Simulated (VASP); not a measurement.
Runs of VASP 6.6.1 on F. The structure is that of space group P6_3/mmc (No. 194), or close to it. The cells are those of the table. 

| task | cell | cutoff (eV) | gap on the mesh (eV) | pressure (GPa) |
| --- | --- | --- | --- | --- |
| single point | a = 2.523, b = 2.523, c = 2.887 Å, angles 90.0, 90.0, 120.0°, 2 atoms | 520 | none | (b) |
| relaxation of cell and atoms | relaxed from a = 2.646, b = 2.646, c = 4.287 Å, angles 90.0, 90.0, 120.0°, 2 atoms | 600 | none | 0.0 |
| single point | a = 2.180, b = 2.180, c = 2.837 Å, angles 90.0, 90.0, 120.0°, 2 atoms | 520 | none | 128.3 |
| single point | a = 1.999, b = 1.999, c = 2.760 Å, angles 90.0, 90.0, 120.0°, 2 atoms | 520 | none | 279.5 |
| single point | a = 2.683, b = 2.683, c = 2.894 Å, angles 90.0, 90.0, 120.0°, 2 atoms | 520 | none | (a) |
| single point | a = 2.356, b = 2.356, c = 2.870 Å, angles 90.0, 90.0, 120.0°, 2 atoms | 520 | none | 61.1 |
| single point | a = 1.906, b = 1.906, c = 2.698 Å, angles 90.0, 90.0, 120.0°, 2 atoms | 520 | none | 424.8 |

Alike in all rows: level PBE; potentials or basis VASP PAW PBE potentials, release 64 (F); no spin polarisation; k mesh 18 × 18 × 10; smearing fermi-dirac 0.05 eV.

Question: Estimate the missing entries.

Answer: (a) 11.3; (b) 28.3.

Caveats: the cell stands under pressure (at least some runs).

A gap of «none» marks levels without a gap at the run's occupations.
